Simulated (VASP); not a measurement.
# H3CCl in VASP: single point with PBE+D3(BJ)

Aim: the single point of H3CCl with PBE+D3(BJ).

Everything below comes from runs of VASP 6.6.1. Logs are shortened: lines on timing, memory, paths and dates and some standing lists are left out, and cuts for length are marked.

**1. The cell of the first run**

The cell holds a disordered packing, 40 atoms: a = 8.382 Å, b = 8.382 Å, c = 8.382 Å, α = 90.00°, β = 90.00°, γ = 90.00°.

**2. Single point, PBE+D3(BJ)**

Contents of INCAR:

```
ALGO = Normal
EDIFF = 1E-6
ENCUT = 1000
GGA = PE
GGA_COMPAT = F
ISIF = 2
ISMEAR = -1
IVDW = 12
LASPH = T
LCHARG = T
LELF = T
LREAL = Auto
LVHAR = T
LWAVE = F
NBANDS = 82
NELM = 120
PREC = Accurate
SIGMA = 0.05
```

Contents of KPOINTS:

```
k-points
0
Gamma
  1 1 1
```

Contents of POSCAR:

```
H3CCl
1.0
    8.3815160000      0.0000000000      0.0000000000
    0.0000000000      8.3815160000      0.0000000000
    0.0000000000      0.0000000000      8.3815160000
C Cl H
8 8 24
Direct
    0.1890605033      0.0660608153      0.7098876673
    0.1350300975      0.6162607848      0.9027695789
    0.8159790864      0.1110114981      0.0791337725
    0.7287233249      0.6791089121      0.4256949272
    0.2171570371      0.5282359629      0.3504685676
    0.5550488751      0.5267783019      0.8929888624
    0.2517429087      0.1219971392      0.2758443082
    0.8232611060      0.3160183783      0.6505719779
    0.4047477500      0.0681768392      0.7193799821
   -0.0416798483      0.6249453297      1.0247270909
    0.7981325912      0.1050232514      0.2941202634
    0.8282132049      0.7015899810      0.6158622121
    0.3159102757      0.4714155747      0.5329775504
    0.5280535608      0.6128557183      1.0864798143
    0.3100716328     -0.0661910406      0.1933891408
    0.8119992670      0.1014922722      0.6733979340
    0.1509926174      0.1835572448      0.6685023134
    0.1520802250     -0.0264812378      0.6255180571
    0.1421330582      0.0405505969      0.8291817294
    0.2153552448      0.7129130569      0.9404761642
    0.1912736177      0.5001168328      0.9215389779
    0.0985841476      0.6294949536      0.7774745284
    0.8182076154      0.2361907569      0.0427787815
    0.9269409271      0.0502370202      0.0463241055
    0.7130687808      0.0490691169      0.0280405740
    0.6088702237      0.6331851244      0.4489678274
    0.7239913441      0.7968554878      0.3684595924
    0.7973736111      0.5938869638      0.3534164614
    0.2084275307      0.6584333304      0.3468365157
    0.2910951830      0.4859293918      0.2513231753
    0.0984788949      0.4732011152      0.3489650506
    0.4714160631      0.5836954485      0.8105855444
    0.6772912002      0.5526921301      0.8563345636
    0.5331688970      0.3982415526      0.9007705326
    0.2529028620      0.2104344245      0.1786542951
    0.1309657630      0.1096222175      0.3248349228
    0.3379772636      0.1545158286      0.3694119185
    0.7042187079      0.3587628669      0.6185644699
    0.8635403900      0.3679726854      0.7631808048
    0.9082400587      0.3412737731      0.5549311445
```

Potentials or basis: VASP PAW PBE potentials, release 64 (C_h, Cl, H_h).

On the command line:

```console
$ cat potpaw_PBE.64/C_h/POTCAR potpaw_PBE.64/Cl/POTCAR potpaw_PBE.64/H_h/POTCAR > POTCAR
$ mpirun -np 1 vasp_gam > vasp.out
```

OUTCAR:

```text
EDIFF = 1E-6
   ENCUT = 1000
   GGA = PE
   ISIF = 2
   ISMEAR = -1
   IVDW = 12
   LASPH = T
   LREAL = Auto
   NELM = 120
   PREC = Accurate
 IVDW          = 12

 ion  position               nearest neighbor table
   1  0.189  0.066  0.710-  17 1.09  18 1.09  19 1.10   9 1.81
   2  0.135  0.616  0.903-  21 1.09  22 1.10  20 1.10  10 1.80
   3  0.816  0.111  0.079-  23 1.09  25 1.09  24 1.10  11 1.81
   4  0.729  0.679  0.426-  26 1.09  27 1.10  28 1.10  12 1.81
   5  0.217  0.528  0.350-  29 1.09  30 1.10  31 1.10  13 1.80
   6  0.555  0.527  0.893-  33 1.09  32 1.09  34 1.09  14 1.79
   7  0.252  0.122  0.276-  36 1.10  37 1.10  35 1.10  15 1.79
   8  0.823  0.316  0.651-  39 1.09  40 1.09  38 1.09  16 1.81
   9  0.405  0.068  0.719-   1 1.81
  10  0.958  0.625  0.025-   2 1.80
  11  0.798  0.105  0.294-   3 1.81
  12  0.828  0.702  0.616-   4 1.81
  13  0.316  0.471  0.533-   5 1.80
  14  0.528  0.613  0.086-   6 1.79
[... 24 lines left out ...]
  39  0.864  0.368  0.763-   8 1.09
  40  0.908  0.341  0.555-   8 1.09

  LATTYP: Found a simple cubic cell.
 ALAT       =     8.3815160000

  Lattice vectors:

 A1 = (   8.3815160000,   0.0000000000,   0.0000000000)
 A2 = (   0.0000000000,   8.3815160000,   0.0000000000)
 A3 = (   0.0000000000,   0.0000000000,   8.3815160000)

Analysis of symmetry for initial positions (statically):
=====================================================================
 Subroutine PRICEL returns:
 Original cell was already a primitive cell.

 Routine SETGRP: Setting up the symmetry group for a
 simple cubic supercell.

 Subroutine GETGRP returns: Found  1 space group operations
 (whereof  1 operations were pure point group operations)
 out of a pool of 48 trial point group operations.

The static configuration has the point symmetry C_1 .

Analysis of symmetry for dynamics (positions and initial velocities):
=====================================================================
 Subroutine PRICEL returns:
 Original cell was already a primitive cell.

 Routine SETGRP: Setting up the symmetry group for a
 simple cubic supercell.

 Subroutine GETGRP returns: Found  1 space group operations
 (whereof  1 operations were pure point group operations)
 out of a pool of 48 trial point group operations.

The dynamic configuration has the point symmetry C_1 .

 Subroutine INISYM returns: Found  1 space group operations
 (whereof  1 operations are pure point group operations),
 and found     1 'primitive' translations
[... 151 lines left out ...]
   IBRION =     -1    ionic relax: 0-MD 1-quasi-New 2-CG
   NFREE  =      0    steps in history (QN), initial steepest desc. (CG)
   ISIF   =      2    stress and relaxation
   ISYM   =      2    0-nonsym 1-usesym 2-fastsym
   POTIM  = 0.5000    time-step for ionic-motion
   TEBEG  =    0.0;   TEEND  =   0.0 temperature during run
   PSTRESS=    0.0 pullay stress
   NELECT =     112.0000    total number of electrons
   NUPDOWN=      -1.0000    fix difference up-down
   EMIN   =  10.00;   EMAX   =-10.00  energy-range for DOS
   EFERMI =   0.00;   METHOD = LEGACY
   ISMEAR =    -1;   SIGMA  =   0.05  broadening in eV -4-tet -1-fermi 0-gaus
   EFERMI_NEDOS =   21; number of points for ismear=-14 and -15
   IALGO  =     38    algorithm
   IMIX   =      4    mixing-type and parameters
     AMIX     =   0.40;   BMIX     =  1.00
     AMIX_MAG =   1.60;   BMIX_MAG =  1.00
  volume/ion in A,a.u.               =      14.72        99.34
  Fermi-wavevector in a.u.,A,eV,Ry     =   0.941510  1.779196 12.060763  0.886441
  Thomas-Fermi vector in A             =   2.069028
   LORBIT       =      0    0 simple, 1 ext, 2 COOP (PROOUT), +10 PAW based schemes
   GGA     = PE    functional components
   LHFCALC =     F    Hartree Fock is set to
   AEXX    =    0.0000 exact exchange contribution
   IVDW    =    12    specifies the selected vdW correction
   LEPSILON=     F    determine dielectric tensor
   LRPA    =     F    only Hartree local field effects (RPA)
 non-spin polarized calculation
  energy-cutoff  :     1000.00
  volume of cell :      588.80
 maximum number of plane-waves:     21190
 NGX is ok and might be reduce to    90
   NGX = 43   NGY = 43   NGZ = 43

 number of electron     111.9999998 magnetization

 Free energy of the ion-electron system (eV)
  ---------------------------------------------------
  ext. energy  EPLUGINS =         0.00000000
  ---------------------------------------------------
  free energy    TOTEN  =      -180.10526116 eV

  energy without entropy =     -180.10526116  energy(sigma->0) =     -180.10526116

 E-fermi :  -1.4535     XC(G=0):  -6.7296

 val. band max:       -2.7075059054   @ k =   0.0000   0.0000   0.0000
 cond. band min:       2.8939800421   @ k =   0.0000   0.0000   0.0000
 fundamental gap:      5.6014859475
 Fermi energy:        -1.4534610212

 k-point     1 :       0.0000    0.0000    0.0000
  band No.  band energies     occupation
      1     -17.3629      2.00000
      2     -17.2391      2.00000
      3     -17.2112      2.00000
      4     -17.1859      2.00000
      5     -17.0893      2.00000
      6     -17.0544      2.00000
[... 60 lines left out ...]
     67       4.7236      0.00000
     68       4.9118      0.00000
 [bands above 68 left out]

------------------------ aborting loop because EDIFF is reached ----------------------------------------

 Edisp (eV)   -2.17502

 E8    (eV) :    -0.5741

  FORCE on cell =-STRESS in cart. coord.  units (eV):
  Direction    XX          YY          ZZ          XY          YZ          ZX
  --------------------------------------------------------------------------------------
  -------------------------------------------------------------------------------------
  Total      -2.11781    -2.20777    -2.22469    -0.45079    -0.01786    -0.68547
  in kB      -5.76275    -6.00753    -6.05358    -1.22663    -0.04860    -1.86523
  external pressure =       -5.94 kB  Pullay stress =        0.00 kB

 VOLUME and BASIS-vectors are now :
 -----------------------------------------------------------------------------
  energy-cutoff  :     1000.00
  volume of cell :      588.80
      direct lattice vectors                 reciprocal lattice vectors
     8.381516000  0.000000000  0.000000000     0.119310158  0.000000000  0.000000000
     0.000000000  8.381516000  0.000000000     0.000000000  0.119310158  0.000000000
     0.000000000  0.000000000  8.381516000     0.000000000  0.000000000  0.119310158

 POSITION                                       TOTAL-FORCE (eV/Angst)
 -----------------------------------------------------------------------------------
      1.58461      0.55369      5.94993         0.149268     -0.021517      0.030241
      1.13176      5.16520      7.56658        -0.102577      0.113762      0.005355
      6.83914      0.93044      0.66326        -0.015621     -0.046654      0.010531
      6.10781      5.69196      3.56797         0.170695      0.047191     -0.004645
      1.82011      4.42742      2.93746         0.023529     -0.098216      0.089168
      4.65215      4.41520      7.48460        -0.010766      0.042896      0.092552
[... 32 lines left out ...]
      7.23778      3.08417      6.39661        -0.014530     -0.026392     -0.029378
      7.61243      2.86039      4.65116        -0.028599     -0.011018      0.024585
 -----------------------------------------------------------------------------------
    total drift:                                0.002307     -0.017583     -0.002856

  FREE ENERGIE OF THE ION-ELECTRON SYSTEM (eV)
  ---------------------------------------------------
  free  energy   TOTEN  =      -182.2802828533 eV

  energy  without entropy=     -182.2802828532  energy(sigma->0) =     -182.28028285
```

OSZICAR:

```text
N       E                     dE             d eps       ncg     rms          rms(c)
DAV:   1     0.116151724137E+04    0.11615E+04   -0.73495E+04   164   0.201E+03
DAV:   2    -0.169035096914E+02   -0.11784E+04   -0.11199E+04   230   0.296E+02
DAV:   3    -0.188497824378E+03   -0.17159E+03   -0.17016E+03   200   0.124E+02
DAV:   4    -0.195530942985E+03   -0.70331E+01   -0.69788E+01   208   0.278E+01
DAV:   5    -0.195787268474E+03   -0.25633E+00   -0.25601E+00   216   0.536E+00    0.326E+01
DAV:   6    -0.181994216214E+03    0.13793E+02   -0.19141E+01   200   0.158E+01    0.140E+01
DAV:   7    -0.180451004060E+03    0.15432E+01   -0.94621E+00   192   0.951E+00    0.714E+00
DAV:   8    -0.180098276741E+03    0.35273E+00   -0.71004E-01   200   0.297E+00    0.319E+00
DAV:   9    -0.180099278242E+03   -0.10015E-02   -0.10932E-01   192   0.127E+00    0.606E-01
DAV:  10    -0.180103052231E+03   -0.37740E-02   -0.15207E-02   184   0.472E-01    0.301E-01
DAV:  11    -0.180105234309E+03   -0.21821E-02   -0.44736E-03   200   0.283E-01    0.112E-01
DAV:  12    -0.180105281891E+03   -0.47582E-04   -0.12316E-03   192   0.138E-01    0.449E-02
DAV:  13    -0.180105273579E+03    0.83115E-05   -0.24415E-04   184   0.697E-02    0.214E-02
DAV:  14    -0.180105268462E+03    0.51174E-05   -0.50177E-05   232   0.298E-02    0.188E-02
DAV:  15    -0.180105261736E+03    0.67263E-05   -0.93528E-06   184   0.181E-02    0.689E-03
DAV:  16    -0.180105261159E+03    0.57669E-06   -0.44026E-06   200   0.106E-02
   1 F= -.18228028E+03 E0= -.18228028E+03  d E =-.811866E-10
```

stdout:

```text
POSCAR found type information on POSCAR C ClH
 POSCAR found :  3 types and      40 ions
 scaLAPACK will be used
 LDA part: xc-table for (Slater+PW92), standard interpolation
 POSCAR, INCAR and KPOINTS ok, starting setup
 FFT: planning ... GRIDC
 FFT: planning ... GRID_SOFT
 FFT: planning ... GRID
 WAVECAR not read
 entering main loop
```

It took 2.5 min on 1 thread of AMD EPYC 9R45 (Zen 5), shared host; peak memory 1.2 GiB.

What came out:

* Free energy: -182.2803 eV
* Pressure: -0.6 GPa
* Largest force: 0.267 eV/Å
* Band gap on the k mesh: 5.60 eV
* Dispersion energy per atom: -0.054 eV

Forces in eV/Å, atoms in the order of the input:
```
C    0.149 -0.022  0.030
C   -0.103  0.114  0.005
C   -0.016 -0.047  0.011
C    0.171  0.047 -0.005
C    0.024 -0.098  0.089
C   -0.011  0.043  0.093
C    0.045  0.096 -0.006
C   -0.012 -0.091 -0.024
Cl  -0.092 -0.022 -0.027
Cl   0.119 -0.020 -0.124
Cl   0.035  0.003 -0.151
Cl  -0.088  0.042 -0.249
Cl  -0.098  0.068 -0.170
Cl   0.047 -0.073 -0.106
Cl  -0.003  0.130  0.033
Cl  -0.090  0.064  0.070
H    0.015 -0.007  0.012
H    0.030  0.034  0.044
H    0.060  0.016 -0.065
H   -0.128 -0.129 -0.050
H   -0.003  0.003  0.011
H    0.104 -0.011  0.195
H   -0.003 -0.009  0.002
H   -0.075  0.024  0.016
H    0.033  0.023  0.014
H    0.001 -0.002  0.019
H    0.039 -0.164  0.106
H   -0.089  0.161  0.119
H   -0.010 -0.017  0.014
H   -0.124  0.048  0.102
H    0.099  0.043  0.012
H   -0.005  0.002  0.011
H   -0.003 -0.018 -0.009
H    0.007  0.022 -0.009
H    0.010 -0.153  0.203
H    0.112  0.037 -0.054
H   -0.167 -0.068 -0.176
H    0.062 -0.033  0.017
H   -0.015 -0.026 -0.029
H   -0.029 -0.011  0.025
```

Caveat: the k points lie up to 0.75 Å⁻¹ apart.
